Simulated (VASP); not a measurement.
In: single point with PBEsol

In:

```
In
1.0
     3.33548    0.00000    0.00000
    -1.66774    2.88861    0.00000
     0.00000    0.00000    5.50914
In
2
Direct
  0.67002 0.33591 0.74904
  0.32037 0.68022 0.25626
```

This cell differs from its parent crystal: atoms moved at random.

| Property | Result |
| --- | --- |
| Program | VASP 6.6.1 |
| Task | single point |
| Functional | PBEsol |
| Potentials or basis | VASP PAW PBE potentials, release 64 (In_d) |
| Cutoff | 520 eV |
| k mesh | 9 × 9 × 5 |
| Occupations | fermi-dirac, width 0.05 eV |
| Spin | no spin polarisation |
| Dipole correction | no |
| Further INCAR settings | ALGO = Fast; EDIFF = 1e-07; NBANDS = 20 |

* Pressure: -1.4 GPa
* Largest force: 0.101 eV/Å
* Band gap on the k mesh: zero (band 13 reaches 9.34 eV, above the bottom of band 14 at 5.28 eV)

Forces in eV/Å, atoms in the order of the input:
```
In  -0.013  0.005  0.100
In   0.013 -0.005 -0.100
```

Stress tensor (GPa, compression positive):
```
-1.41  0.15 -0.02
 0.15 -1.26  0.01
-0.02  0.01 -1.53
```

Levels at points of the mesh, in eV from the Fermi level:
| k point | band 11 | band 12 | band 13 | band 14 | band 15 | band 16 |
| --- | --- | --- | --- | --- | --- | --- |
| (0.00, 0.00, 0.00) | -9.52 | -4.50 | -3.41 | 8.20 | 8.44 | 9.94 |

Wall time 13 min on 1 thread of AMD EPYC 7R13 (shared host), peak memory 0.27 GiB.

Caveat: the cell differs from its parent crystal (atoms moved at random); the PAW data sets were made with another functional, which shifts forces and pressure a little; spin-orbit coupling is left out, which moves the levels of the heavy elements.
